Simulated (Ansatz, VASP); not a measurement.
**BN: VASP beside Ansatz**

```xyz
4
Lattice="2.5218 0.0000 0.0000 -1.2609 2.1840 0.0000 0.0000 0.0000 4.1742" Properties=species:S:1:pos:R:3 pbc="T T T"
B     1.2609    0.7280    4.1729
B     0.0000    1.4560    2.0858
N     1.2609    0.7280    2.6101
N     0.0000    1.4560    0.5230
```

Alike in both runs: functional LDA; k mesh 9 × 9 × 6; occupations gaussian, width 0.1 eV; no spin polarisation.

Ansatz relaxed the structure, and its values are those at the end. VASP's run is a single point on that final structure, the one shown.

|  | VASP | Ansatz |
| --- | --- | --- |
| version | VASP 6.6.1 | Ansatz 0.2.0 |
| potentials or method | VASP PAW LDA potentials, release 64 (B_h, N_h), cutoff 910 eV | scalar-relativistic, plane waves, PAW |
| valence electrons in the cell | 16 | 16 |

|  | VASP | Ansatz | Ansatz less VASP |
| --- | --- | --- | --- |
| gap on the k mesh at the Fermi level (eV) | 4.90 | 4.92 | +0.017 |
| least direct gap on the mesh (eV) | 8.29 | 8.29 | +0.003 |

Ansatz warns that its potentials were made for another functional, while VASP's fit it. LDA's correlation is that of Perdew and Zunger in VASP and of Perdew and Wang (1992) in Ansatz.

Noted on VASP's run: the cutoff is short for stress, so the pressure is rough.
